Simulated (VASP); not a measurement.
# SiO2: single point with LDA

SiO2:

```
Si O
1.0
     4.03050    0.00000    0.00000
     0.00000    4.03050    0.00000
     0.00000    0.00000    2.59740
Si O
2 4
Direct
  0.50000 0.50000 0.50000
  0.00000 0.00000 0.00000
  0.69443 0.69443 0.00000
  0.19443 0.80557 0.50000
  0.30557 0.30557 0.00000
  0.80557 0.19443 0.50000
```

```json
{"Program": "VASP 6.6.1", "Task": "single point", "Functional": "LDA", "Potentials or basis": "VASP PAW LDA potentials, release 64 (Si, O)", "Cutoff": "520 eV", "k mesh": "6 × 6 × 8", "Occupations": "gaussian, width 0.05 eV", "Spin": "no spin polarisation"}
```

| Item | Value |
| --- | --- |
| Pressure | 35.4 GPa |
| Largest force | 0.663 eV/Å |
| Band gap on the k mesh | 6.61 eV, direct |

Forces on the atoms (eV/Å):
```
Si   0.000  0.000  0.000
Si   0.000  0.000  0.000
O    0.469  0.469  0.000
O    0.469 -0.469  0.000
O   -0.469 -0.469  0.000
O   -0.469  0.469  0.000
```

Stress tensor (GPa, compression positive):
```
34.01  0.00  0.00
 0.00 34.01  0.00
 0.00  0.00 38.15
```

Levels at points of the mesh, in eV from the valence-band top:
```tsv
k point	band 14	band 15	band 16	band 17	band 18	band 19
(0.00, 0.00, 0.00)	-0.95	-0.95	0.00	6.61	7.42	9.01
(0.50, 0.00, 0.00)	-2.98	-1.18	-1.18	8.64	8.64	9.66
(0.50, 0.50, 0.00)	-2.98	-2.63	-2.63	8.32	8.32	10.69
(0.00, 0.00, 0.50)	-3.71	-3.09	-3.09	10.24	10.24	13.37
(0.50, 0.00, 0.50)	-2.54	-2.05	-2.05	9.56	9.56	10.91
(0.50, 0.50, 0.50)	-1.95	-1.80	-1.80	8.32	8.32	11.49
```

It took 18 s on 1 thread of Intel(R) Xeon(R) Platinum 8559C (Emerald Rapids) (shared host), peak memory 0.15 GiB.

A k mesh can miss the band edges.
